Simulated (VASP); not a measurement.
# Cd (Im-3m) in VASP: single point with PBE

Aim: the single point of Cd with PBE.

Program: VASP 6.6.1. These are calculated values, not measurements. Logs are shortened: lines on timing, memory, paths and dates and some standing lists are left out, and cuts for length are marked.

## (1) The cell of the first run

The structure is cubic, space group Im-3m (No. 229). Conventional cell: a = 3.569 Å, b = 3.569 Å, c = 3.569 Å, α = 90.00°, β = 90.00°, γ = 90.00°. Within 4.1 Å of Cd (site symmetry m-3m) lie 14 Cd at 3.09 to 3.57 Å.

This isn't the form of Cd at room conditions, which is hcp.

## (2) Single point, PBE

The input, INCAR:

```
SYSTEM = Cd
PREC     = Accurate       ! precision mode
ENCUT    = 520            ! plane-wave cutoff, eV
EDIFF    = 1E-7           ! SCF threshold, eV
ISMEAR   = 0              ! smearing method
SIGMA    = 0.05           ! smearing width, eV
LREAL    = .False.        ! projectors in reciprocal space
LASPH    = .True.         ! aspherical terms in the spheres
NELM     = 100            ! most SCF steps
ALGO     = Normal         ! electronic algorithm
ISIF     = 2              ! what is computed and relaxed
LWAVE    = .False.        ! write WAVECAR
LCHARG   = .True.         ! write CHGCAR
GGA      = PE             ! functional
LELF     = .True.         ! ELF
LVHAR    = .True.       
NBANDS   = 12             ! bands
```

The input, KPOINTS:

```
regular mesh
0
Gamma
  16 16 16
  0 0 0
```

The input, POSCAR:

```
Cd
1.0
   -1.7843220000      1.7843220000      1.7843220000
    1.7843220000     -1.7843220000      1.7843220000
    1.7843220000      1.7843220000     -1.7843220000
Cd
1
Direct
    0.0000000000      0.0000000000      0.0000000000
```

Potentials or basis: VASP PAW PBE potentials, release 64 (Cd).

Started as:

```sh
cat potpaw_PBE.64/Cd/POTCAR > POTCAR
mpirun -np 1 vasp_std > vasp.out
```

OUTCAR:

```text
SYSTEM = Cd
   PREC = Accurate
   ENCUT = 520
   EDIFF = 1E-7
   ISMEAR = 0
   LREAL = .False.
   LASPH = .True.
   NELM = 100
   ISIF = 2
   GGA = PE

 ion  position               nearest neighbor table
   1  0.000  0.000  0.000-

  LATTYP: Found a body centered cubic cell.
 ALAT       =     3.5686440000

  Lattice vectors:

 A1 = (  -1.7843220000,   1.7843220000,   1.7843220000)
 A2 = (   1.7843220000,  -1.7843220000,   1.7843220000)
 A3 = (   1.7843220000,   1.7843220000,  -1.7843220000)

Analysis of symmetry for initial positions (statically):
=====================================================================
 Subroutine PRICEL returns:
 Original cell was already a primitive cell.

 Routine SETGRP: Setting up the symmetry group for a
 body centered cubic supercell.

 Subroutine GETGRP returns: Found 48 space group operations
 (whereof 48 operations were pure point group operations)
 out of a pool of 48 trial point group operations.

The static configuration has the point symmetry O_h .

Analysis of symmetry for dynamics (positions and initial velocities):
=====================================================================
 Subroutine PRICEL returns:
 Original cell was already a primitive cell.

 Routine SETGRP: Setting up the symmetry group for a
 body centered cubic supercell.

 Subroutine GETGRP returns: Found 48 space group operations
 (whereof 48 operations were pure point group operations)
 out of a pool of 48 trial point group operations.

The dynamic configuration has the point symmetry O_h .

 Subroutine INISYM returns: Found 48 space group operations
 (whereof 48 operations are pure point group operations),
 and found     1 'primitive' translations

----------------------------------------------------------------------------------------

                                     Primitive cell

  volume of cell :      22.7237

  direct lattice vectors                    reciprocal lattice vectors
    -1.784322000  1.784322000  1.784322000     0.000000000  0.280218481  0.280218481
     1.784322000 -1.784322000  1.784322000     0.280218481  0.000000000  0.280218481
     1.784322000  1.784322000 -1.784322000     0.280218481  0.280218481  0.000000000

  length of vectors
     3.090536361  3.090536361  3.090536361     0.396288776  0.396288776  0.396288776

  position of ions in fractional coordinates (direct lattice)
     0.000000000  0.000000000  0.000000000

  ion indices of the primitive-cell ions
   primitive index   ion index
                 1           1

----------------------------------------------------------------------------------------

 KPOINTS: regular mesh

Automatic generation of k-mesh.
 Grid dimensions read from file:
 generate k-points for:   16   16   16

 Generating k-lattice:

  Cartesian coordinates                     Fractional coordinates (reciprocal lattice)
     0.000000000  0.017513655  0.017513655     0.062500000  0.000000000  0.000000000
     0.017513655  0.000000000  0.017513655     0.000000000  0.062500000  0.000000000
     0.017513655  0.017513655  0.000000000     0.000000000  0.000000000  0.062500000

  Length of vectors
     0.024768048  0.024768048  0.024768048

  Shift w.r.t. Gamma in fractional coordinates (k-lattice)
     0.000000000  0.000000000  0.000000000

 Subroutine IBZKPT returns following result:
 ===========================================

 Found    145 irreducible k-points:

 Following reciprocal coordinates:
            Coordinates               Weight
  0.000000  0.000000  0.000000      1.000000
  0.062500  0.000000  0.000000     12.000000
  0.125000  0.000000  0.000000     12.000000
  0.187500  0.000000  0.000000     12.000000
  0.250000  0.000000  0.000000     12.000000
  0.312500  0.000000  0.000000     12.000000
[... 16 lines left out ...]
  0.187500  0.187500  0.000000     24.000000
  0.250000  0.187500  0.000000     48.000000
 [... further k-points ...]
   k-points           NKPTS =    145   k-points in BZ     NKDIM =    145   number of bands    NBANDS=     12
   number of dos      NEDOS =    301   number of ions     NIONS =      1
   total plane-waves  NPLWV =  13824
   dimension x,y,z NGX =    24 NGY =   24 NGZ =   24
   dimension x,y,z NGXF=    48 NGYF=   48 NGZF=   48
   ions per type =               1
   NGX,Y,Z   is equivalent  to a cutoff of  12.91, 12.91, 12.91 a.u.
   NGXF,Y,Z  is equivalent  to a cutoff of  25.82, 25.82, 25.82 a.u.
 SYSTEM =  Cd
   PREC   = accura    normal or accurate (medium, high low for compatibility)
   ISTART =      0    job   : 0-new  1-cont  2-samecut
   ICHARG =      2    charge: 1-file 2-atom 10-const
   ISPIN  =      1    spin polarized calculation?
   LNONCOLLINEAR =      F non collinear calculations
   LSORBIT =      F    spin-orbit coupling
   LASPH  =      T    aspherical Exc in radial PAW
   ENCUT  =  520.0 eV  38.22 Ry    6.18 a.u.   5.75  5.75  5.75*2*pi/ulx,y,z
   NELM   =    100;   NELMIN=  2; NELMDL= -5     # of ELM steps
   EDIFF  = 0.1E-06   stopping-criterion for ELM
   LREAL  =      F    real-space projection
   EDIFFG = 0.1E-05   stopping-criterion for IOM
   NSW    =      0    number of steps for IOM
   IBRION =     -1    ionic relax: 0-MD 1-quasi-New 2-CG
   NFREE  =      0    steps in history (QN), initial steepest desc. (CG)
   ISIF   =      2    stress and relaxation
   ISYM   =      2    0-nonsym 1-usesym 2-fastsym
   POTIM  = 0.5000    time-step for ionic-motion
   TEBEG  =    0.0;   TEEND  =   0.0 temperature during run
   PSTRESS=    0.0 pullay stress
   NELECT =      12.0000    total number of electrons
   NUPDOWN=      -1.0000    fix difference up-down
   EMIN   =  10.00;   EMAX   =-10.00  energy-range for DOS
   EFERMI =   0.00;   METHOD = LEGACY
   ISMEAR =     0;   SIGMA  =   0.05  broadening in eV -4-tet -1-fermi 0-gaus
   EFERMI_NEDOS =   21; number of points for ismear=-14 and -15
   IALGO  =     38    algorithm
   IMIX   =      4    mixing-type and parameters
     AMIX     =   0.40;   BMIX     =  1.00
     AMIX_MAG =   1.60;   BMIX_MAG =  1.00
  volume/ion in A,a.u.               =      22.72       153.35
  Fermi-wavevector in a.u.,A,eV,Ry     =   1.323250  2.500581 23.823686  1.750992
  Thomas-Fermi vector in A             =   2.452872
   LORBIT       =      0    0 simple, 1 ext, 2 COOP (PROOUT), +10 PAW based schemes
   GGA     = PE    functional components
   LHFCALC =     F    Hartree Fock is set to
   AEXX    =    0.0000 exact exchange contribution
   IVDW    =     0    specifies the selected vdW correction
   LEPSILON=     F    determine dielectric tensor
   LRPA    =     F    only Hartree local field effects (RPA)
 non-spin polarized calculation
 Gauss-broadening in eV      SIGMA  =   0.05
  energy-cutoff  :      520.00
  volume of cell :       22.72
 maximum number of plane-waves:       627
   NGX = 11   NGY = 11   NGZ = 11

 number of electron      12.0000006 magnetization

 Free energy of the ion-electron system (eV)
  ---------------------------------------------------
  ext. energy  EPLUGINS =         0.00000000
  ---------------------------------------------------
  free energy    TOTEN  =        -0.69208685 eV

  energy without entropy =       -0.69196615  energy(sigma->0) =       -0.69202650

 E-fermi :   2.6729     XC(G=0): -10.7762

 val. band max:        2.5678356373   @ k =   0.3750   0.1250   0.0625
 cond. band min:       2.7194952328   @ k =   0.5000   0.5000   0.2500
 fundamental gap:      0.1516595954
 Fermi energy:         2.6729314360

 k-point     1 :       0.0000    0.0000    0.0000
  band No.  band energies     occupation
      1      -6.5526      2.00000
      2      -6.5526      2.00000
      3      -6.5526      2.00000
      4      -5.9529      2.00000
      5      -5.9529      2.00000
      6      -5.9339      2.00000
      7      17.9627      0.00000
      8      17.9627      0.00000
      9      17.9627      0.00000
     10      18.4674      0.00000
     11      18.4674      0.00000
     12      18.4674      0.00000

 k-point     2 :       0.0625    0.0000    0.0000
  band No.  band energies     occupation
      1      -6.5643      2.00000
      2      -6.5487      2.00000
      3      -6.5180      2.00000
      4      -5.9673      2.00000
      5      -5.9525      2.00000
      6      -5.8278      2.00000
      7      16.7122      0.00000
      8      17.5516      0.00000
      9      17.7998      0.00000
     10      17.8219      0.00000
     11      18.0379      0.00000
     12      18.3162      0.00000

 k-point     3 :       0.1250    0.0000    0.0000
  band No.  band energies     occupation
      1      -6.5977      2.00000
      2      -6.5531      2.00000
      3      -6.4182      2.00000
      4      -6.0021      2.00000
      5      -5.9510      2.00000
      6      -5.4988      2.00000
      7      14.2955      0.00000
      8      16.4286      0.00000
      9      16.5905      0.00000
     10      17.4315      0.00000
     11      17.6433      0.00000
     12      18.6461      0.00000
[... 286 lines left out ...]
 k-point    23 :       0.1875    0.1875    0.0000
  band No.  band energies     occupation
      1      -6.7475      2.00000
      2      -6.5874      2.00000
      3      -6.1123      2.00000
      4      -6.0689      2.00000
      5      -5.9011      2.00000
      6      -2.8757      2.00000
      7       8.4361      0.00000
      8       9.2284      0.00000
      9      13.1158      0.00000
     10      17.7819      0.00000
     11      18.9136      0.00000
     12      21.5540      0.00000

 k-point    24 :       0.2500    0.1875    0.0000
  band No.  band energies     occupation
      1      -6.7875      2.00000
      2      -6.6088      2.00000
      3      -6.0889      2.00000
      4      -6.0464      2.00000
      5      -5.8452      2.00000
      6      -1.7621      2.00000
      7       6.5446      0.00000
      8       8.3022      0.00000
      9      12.5446      0.00000
     10      17.7604      0.00000
     11      19.4204      0.00000
     12      21.9678      0.00000

 [... further k-points ...]

------------------------ aborting loop because EDIFF is reached ----------------------------------------

  FORCE on cell =-STRESS in cart. coord.  units (eV):
  Direction    XX          YY          ZZ          XY          YZ          ZX
  --------------------------------------------------------------------------------------
  -------------------------------------------------------------------------------------
  Total        0.1919478      0.1919478      0.1919478      0.0000000      0.0000000      0.0000000
  in kB       13.5336204     13.5336204     13.5336204      0.0000000      0.0000000      0.0000000
  external PRESSURE =      13.5336204 kB  Pullay stress =       0.0000000 kB

 VOLUME and BASIS-vectors are now :
 -----------------------------------------------------------------------------
  energy-cutoff  :      520.00
  volume of cell :       22.72
      direct lattice vectors                 reciprocal lattice vectors
    -1.784322000  1.784322000  1.784322000     0.000000000  0.280218481  0.280218481
     1.784322000 -1.784322000  1.784322000     0.280218481  0.000000000  0.280218481
     1.784322000  1.784322000 -1.784322000     0.280218481  0.280218481  0.000000000

 POSITION                                       TOTAL-FORCE (eV/Angst)
 -----------------------------------------------------------------------------------
      0.00000      0.00000      0.00000         0.000000     -0.000000      0.000000
 -----------------------------------------------------------------------------------
    total drift:                               -0.000000      0.000000      0.000000

  FREE ENERGIE OF THE ION-ELECTRON SYSTEM (eV)
  ---------------------------------------------------
  free  energy   TOTEN  =        -0.6920868475 eV

  energy  without entropy=       -0.6919661543  energy(sigma->0) =       -0.69202650
```

Run time: 49 s. Hardware: 1 thread of AMD EPYC 7R13, shared host; peak memory 0.13 GiB.

Results:

```yaml
Free_energy: -0.6921 eV
Pressure: 1.4 GPa
Band_gap_on_the_k_mesh: zero (bands 6 and 7 overlap by 4.38 eV)
```

Levels at points of the mesh, in eV from the Fermi level:
```
           k point  band 4  band 5  band 6  band 7  band 8  band 9
(0.00, 0.00, 0.00)   -8.63   -8.63   -8.61   15.29   15.29   15.29
(0.50, 0.00, 0.00)   -8.60   -8.22   -2.04   -1.03    9.11    9.84
(0.50, 0.50, 0.50)   -8.32   -8.32    3.35    3.35    3.35    5.42
```
